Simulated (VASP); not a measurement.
LiCl:

```xyz
4
Lattice="3.9254 0.0000 0.0000 -1.9627 3.3995 0.0000 0.0000 0.0000 6.2894" Properties=species:S:1:pos:R:3 pbc="T T T"
Li    1.9627    1.1332    5.5208
Li    0.0000    2.2663    2.3761
Cl    1.9627    1.1332    3.1272
Cl    0.0000    2.2663    6.2719
```

* Program: VASP 6.6.1
* Task: relaxation of cell and atoms
* Functional: LDA
* Potentials or basis: VASP PAW LDA potentials, release 64 (Li_sv, Cl)
* Cutoff: 600 eV
* k mesh: 12 × 12 × 4
* Occupations: fermi-dirac, width 0.02 eV
* Spin: no spin polarisation

At the start: pressure -2.6 GPa; volume 20.98 Å³/atom.

Q: How do energy, volume and symmetry change on relaxing?

A: Over 11 steps the energy falls by 19.2 meV/atom and the volume is 18.82 Å³/atom (-10.3 %); space group P6_3mc (No. 186, to 0.1 Å) before and after.

The path:
```csv
step,energy change (eV),largest force (eV/Å),pressure (GPa),volume (Å³)
1,0.0000,0.0004,-2.59,83.93
2,-0.0532,0.0032,-1.56,79.88
3,-0.0762,0.0065,-0.26,75.99
4,-0.0768,0.0072,0.02,75.27
5,-0.0768,0.0070,-0.05,75.43
6,-0.0768,0.0063,-0.05,75.43
7,-0.0768,0.0044,-0.05,75.43
8,-0.0769,0.0009,-0.04,75.42
9,-0.0769,0.0058,-0.04,75.39
10,-0.0769,0.0047,0.06,75.15
11,-0.0769,0.0017,0.00,75.29
```

Final structure:
```
CELL_PARAMETERS angstrom
3.79888 0.00000 0.00000
-1.89944 3.28993 0.00000
0.00000 0.00000 6.02452
ATOMIC_POSITIONS crystal
Li 0.66667 0.33333 0.87925
Li 0.33333 0.66667 0.37925
Cl 0.66667 0.33333 0.49575
Cl 0.33333 0.66667 0.99575
```

Caveat: the cutoff is under 1.25 times the usual one of these potentials, so pressure, stress and relaxed cells hold a basis-set (Pulay) error.
